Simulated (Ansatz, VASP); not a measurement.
Two plane-wave programs on BaTiO3

```
Ba Ti O
1.0
     3.97295    0.00000    0.00000
     0.00000    3.97295    0.00000
     0.00000    0.00000    3.99103
Ba Ti O
1 1 3
Direct
  0.00000 0.00000 0.00000
  0.50000 0.50000 0.49000
  0.00000 0.50000 0.51700
  0.50000 0.00000 0.51700
  0.50000 0.50000 0.01900
```

Alike in both runs: task single point; functional r2SCAN; k mesh 7 × 7 × 7; occupations fermi-dirac, width 0.05 eV; non-collinear spin, spin-orbit coupling.

```csv
,VASP,Ansatz
version,VASP 6.6.1,Ansatz 0.2.0
potentials or method,"VASP PAW PBE potentials, release 64 (Ba_sv, Ti_sv, O)",Ansatz PAW
plane-wave cutoff (eV),520,500
valence electrons in the cell,40,40
```

Ansatz gave:

| Quantity | Value |
| --- | --- |
| pressure (GPa) | 2.9 |
| traceless stress, the component that is largest in VASP (GPa) | 0.63 |
| rms of the force components (eV/Å) | 0.087 |

Q: Estimate VASP's values.

A: Pressure (GPa): 5.0; traceless stress, the component that is largest in VASP (GPa): 0.69; rms of the force components (eV/Å): 0.076.

VASP's potentials were made for PBE, not for r2SCAN. Atom by atom the forces differ by 0.036 eV/Å (rms over components). With one functional, cell and mesh, what is left measures potentials, basis and numerics.

Noted on Ansatz's run: odd divisions of the mesh miss points on the zone boundary, where band edges often lie, so the gap on the mesh can be too wide.
